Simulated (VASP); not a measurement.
# CO2 (P2_1/c) in VASP: notebook, part 2 of 3

VASP 6.6.1. The steps go on from the part before.

### 3 Single point, PBE (engineering shear strain xz -0.0750, normal strain along z +0.0300)

INCAR

```
PREC     = Accurate       # precision mode
ENCUT    = 520            # plane-wave cutoff, eV
EDIFF    = 1E-7           # SCF threshold, eV
ISMEAR   = 0              # smearing method
SIGMA    = 0.05           # smearing width, eV
LREAL    = False          # projectors in reciprocal space
LASPH    = True           # aspherical terms in the spheres
NELM     = 100            # most SCF steps
ALGO     = Normal         # electronic algorithm
ISIF     = 2              # what is computed and relaxed
LWAVE    = False          # write WAVECAR
LCHARG   = True           # write CHGCAR
GGA      = PE             # functional
LELF     = True           # ELF
LVHAR    = True         
NBANDS   = 44             # bands
```

KPOINTS

```
regular mesh
0
Gamma
  4 4 4
```

POSCAR

```
CO2
1.0
    6.0577362522      0.0000000000     -0.2271651095
    0.0000000000      6.0577362522      0.0000000000
   -0.2271651095      0.0000000000      6.2394683398
C O
4 8
Direct
    0.0000000000      0.0000000000      0.0000000000
    0.5000000000      0.0000000000      0.5000000000
    0.5000000000      0.5000000000      0.0000000000
    0.0000000000      0.5000000000      0.5000000000
    0.1114834447      0.1114834447      0.1114834447
    0.3885165553      0.8885165553      0.6114834447
    0.6114834447      0.3885165553      0.8885165553
    0.8885165553      0.6114834447      0.3885165553
    0.8885165553      0.8885165553      0.8885165553
    0.6114834447      0.1114834447      0.3885165553
    0.3885165553      0.6114834447      0.1114834447
    0.1114834447      0.3885165553      0.6114834447
```

Potentials or basis: VASP PAW PBE potentials, release 64 (C, O).

Run with:

```console
> cat potpaw_PBE.64/C/POTCAR potpaw_PBE.64/O/POTCAR > POTCAR
> mpirun -np 1 vasp_std > vasp.out
```

OUTCAR:

```text
PREC = Accurate
   ENCUT = 520
   EDIFF = 1E-7
   ISMEAR = 0
   LREAL = False
   LASPH = True
   NELM = 100
   ISIF = 2
   GGA = PE

 ion  position               nearest neighbor table
   1  0.000  0.000  0.000-   5 1.15   9 1.15
   2  0.500  0.000  0.500-   6 1.21  10 1.21
   3  0.500  0.500  0.000-   7 1.21  11 1.21
   4  0.000  0.500  0.500-   8 1.15  12 1.15
   5  0.111  0.111  0.111-   1 1.15
   6  0.389  0.889  0.611-   2 1.21
[... 1361 lines left out ...]
  external PRESSURE =     -10.2433908 kB  Pullay stress =       0.0000000 kB

 VOLUME and BASIS-vectors are now :
 -----------------------------------------------------------------------------
  energy-cutoff  :      520.00
  volume of cell :      228.65
      direct lattice vectors                 reciprocal lattice vectors
     6.057736252  0.000000000 -0.227165109     0.165303855  0.000000000  0.006018344
     0.000000000  6.057736252  0.000000000     0.000000000  0.165078168  0.000000000
    -0.227165109  0.000000000  6.239468340     0.006018344  0.000000000  0.160489180

 POSITION                                       TOTAL-FORCE (eV/Angst)
 -----------------------------------------------------------------------------------
      0.00000      0.00000      0.00000         0.000000      0.000000      0.000000
      2.91529      0.00000      3.00615        -0.000000      0.000000      0.000000
      3.02887      3.02887     -0.11358         0.000000      0.000000      0.000000
     -0.11358      3.02887      3.11973        -0.000000      0.000000      0.000000
      0.65001      0.67534      0.67027         1.470443      1.537174      1.531679
      2.21462      5.38240      3.72707         1.835959      1.771576     -1.912512
      3.50237      2.35353      5.40496        -1.835959      1.771576      1.912512
      5.29414      3.70421      2.22230        -1.470443      1.537174     -1.531679
      5.18056      5.38240      5.34203        -1.470443     -1.537174     -1.531679
      3.61595      0.67534      2.28523        -1.835959     -1.771576      1.912512
      2.32821      3.70421      0.60734         1.835959     -1.771576     -1.912512
      0.53643      2.35353      3.79001         1.470443     -1.537174      1.531679
 -----------------------------------------------------------------------------------
    total drift:                               -0.000000      0.000000      0.000000

  FREE ENERGIE OF THE ION-ELECTRON SYSTEM (eV)
  ---------------------------------------------------
  free  energy   TOTEN  =       -91.9195424758 eV

  energy  without entropy=      -91.9195424758  energy(sigma->0) =      -91.91954248
```

OSZICAR:

```text
N       E                     dE             d eps       ncg     rms          rms(c)
DAV:   1     0.441461081404E+03    0.44146E+03   -0.31863E+04  2656   0.128E+03
DAV:   2    -0.597437190635E+02   -0.50120E+03   -0.48822E+03  3512   0.310E+02
DAV:   3    -0.977994461159E+02   -0.38056E+02   -0.37795E+02  3152   0.911E+01
DAV:   4    -0.983320010553E+02   -0.53255E+00   -0.52956E+00  3084   0.119E+01
DAV:   5    -0.983420382858E+02   -0.10037E-01   -0.10031E-01  3020   0.157E+00    0.188E+01
DAV:   6    -0.924665703725E+02    0.58755E+01   -0.18932E+01  3016   0.226E+01    0.868E+00
DAV:   7    -0.920484164633E+02    0.41815E+00   -0.11163E+00  2980   0.577E+00    0.491E+00
DAV:   8    -0.919314139888E+02    0.11700E+00   -0.69712E-01  2996   0.378E+00    0.112E+00
DAV:   9    -0.919189503500E+02    0.12464E-01   -0.41472E-02  2912   0.111E+00    0.453E-01
DAV:  10    -0.919192936476E+02   -0.34330E-03   -0.13842E-02  3096   0.527E-01    0.103E-01
DAV:  11    -0.919194342339E+02   -0.14059E-03   -0.50415E-04  2984   0.132E-01    0.407E-02
DAV:  12    -0.919195401879E+02   -0.10595E-03   -0.79606E-05  2832   0.566E-02    0.945E-03
DAV:  13    -0.919195422281E+02   -0.20402E-05   -0.68460E-06  3204   0.148E-02    0.312E-03
DAV:  14    -0.919195425283E+02   -0.30021E-06   -0.16699E-06  3060   0.696E-03    0.166E-03
DAV:  15    -0.919195424758E+02    0.52474E-07   -0.11272E-07  1916   0.175E-03
   1 F= -.91919542E+02 E0= -.91919542E+02  d E =-.102847E-12
```

Wall time 3.4 min (1 thread of Intel Xeon 6975P-C (Granite Rapids), shared host); peak memory 0.43 GiB.

Results:

| Item | Value |
| --- | --- |
| Free energy | -91.9195 eV |
| Pressure | -1.0 GPa |
| Largest force | 3.189 eV/Å |
| Band gap on the k mesh | 6.47 eV |

Forces in eV/Å, atoms in the order of the input:
```
C    0.000  0.000  0.000
C    0.000  0.000  0.000
C    0.000  0.000  0.000
C    0.000  0.000  0.000
O    1.470  1.537  1.532
O    1.836  1.772 -1.913
O   -1.836  1.772  1.913
O   -1.470  1.537 -1.532
O   -1.470 -1.537 -1.532
O   -1.836 -1.772  1.913
O    1.836 -1.772 -1.913
O    1.470 -1.537  1.532
```

Caveat: the cell differs from its parent crystal (engineering shear strain xz -0.0750, normal strain along z +0.0300); this functional lacks dispersion, which holds the molecules together, so the pressure and a relaxed volume are unreliable; forces of over 1 eV/Å act on the atoms, so gaps and moduli don't describe the material at rest. A k mesh can miss the band edges.

### 4 Single point, PBE (engineering shear strain xz -0.0750, normal strain along z -0.0300)

INCAR

```
  PREC = Accurate
  ENCUT = 520
  EDIFF = 1E-7
  ISMEAR = 0
  SIGMA = 0.05
  LREAL = False
  LASPH = True
  NELM = 80
  ALGO = Normal
  ISIF = 2
  LWAVE = False
  LCHARG = True
  GGA = PE
  LELF = True
  LVHAR = True
  NBANDS = 44
```

KPOINTS

```
Automatic mesh
0
Gamma
  4 4 4
```

Changes to POSCAR since step 3:

```diff
@@ -4,3 +4,3 @@
     0.0000000000      6.0577362522      0.0000000000
-   -0.2271651095      0.0000000000      6.2394683398
+   -0.2271651095      0.0000000000      5.8760041646
 C O
```

Run with:

```console
> cat potpaw_PBE.64/C/POTCAR potpaw_PBE.64/O/POTCAR > POTCAR
> mpirun -np 1 vasp_std > vasp.out
```

It took 2.3 min on 1 thread of Intel Xeon 6975P-C (Granite Rapids), shared host; peak memory 0.43 GiB.

It converged, with:

```yaml
Free_energy: -91.7503 eV
Pressure: 4.8 GPa
Largest_force: 5.602 eV/Å
Band_gap_on_the_k_mesh: 6.67 eV
```

Forces in eV/Å, atoms in the order of the input:
```
C    0.000  0.000  0.000
C    0.000  0.000  0.000
C    0.000  0.000  0.000
C    0.000  0.000  0.000
O    3.216  3.346  3.137
O    0.671  0.658 -0.670
O   -0.671  0.658  0.670
O   -3.216  3.346 -3.137
O   -3.216 -3.346 -3.137
O   -0.671 -0.658  0.670
O    0.671 -0.658 -0.670
O    3.216 -3.346  3.137
```

Stress tensor (GPa, compression positive):
```
4.65 0.00 7.58
0.00 5.21 0.00
7.58 0.00 4.44
```

Levels at points of the mesh, in eV from the valence-band top:
```
           k point  band 29  band 30  band 31  band 32  band 33  band 34  band 35  band 36
(0.00, 0.00, 0.00)    -0.16    -0.11    -0.04     0.00     6.67     7.93     7.98     8.21
(0.50, 0.00, 0.00)    -0.20    -0.17    -0.12    -0.03     7.81     7.84     7.99     8.18
(0.00, 0.50, 0.00)    -0.18    -0.18    -0.07    -0.07     7.91     7.91     8.03     8.03
(0.50, 0.50, 0.00)    -0.19    -0.19    -0.16    -0.16     7.98     7.98     8.03     8.03
(0.00, 0.00, 0.50)    -0.18    -0.18    -0.08    -0.08     7.98     7.98     8.05     8.05
(0.50, 0.00, 0.50)    -0.18    -0.18    -0.15    -0.15     7.99     7.99     8.02     8.02
(0.00, 0.50, 0.50)    -0.19    -0.19    -0.16    -0.16     7.86     7.86     8.33     8.33
(0.50, 0.50, 0.50)    -0.18    -0.18    -0.16    -0.16     7.92     7.92     8.25     8.25
```

Caveat: the cell differs from its parent crystal (engineering shear strain xz -0.0750, normal strain along z -0.0300); the cell stands under pressure; this functional lacks dispersion, which holds the molecules together, so the pressure and a relaxed volume are unreliable; forces of over 1 eV/Å act on the atoms, so gaps and moduli don't describe the material at rest. A k mesh can miss the band edges.

[end of part 2 of 3]
